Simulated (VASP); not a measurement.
InSb:

```
In Sb
1.0
     0.00000    3.25993    3.25993
     3.25993    0.00000    3.25993
     3.25993    3.25993    0.00000
In Sb
1 1
Direct
  0.00000 0.00000 0.00000
  0.25000 0.25000 0.25000
```

Base run:

```yaml
Program: VASP 6.6.1
Functional: HSE06
Potentials_or_basis: VASP PAW PBE potentials, release 64 (In_d, Sb)
Cutoff: 520 eV
k_mesh: 4 × 4 × 4
Occupations: gaussian, width 0.1 eV
Spin: no spin polarisation
```

Its results: band gap on the k mesh 0.44 eV, direct; pressure 0.2 GPa.

**Question.** The run is repeated on the same cell with these changes: functional from HSE06 to PBEsol. What comes out?

**Answer.** Band gap on the k mesh zero (filled and empty bands touch); pressure 0.5 GPa.

HSE06 gives the wider gap, since exact exchange removes part of the self-interaction.

Caveats: some runs use coarse meshes; the PAW data sets were made with another functional, which shifts forces and pressure a little; spin-orbit coupling is left out, which moves the levels of the heavy elements.

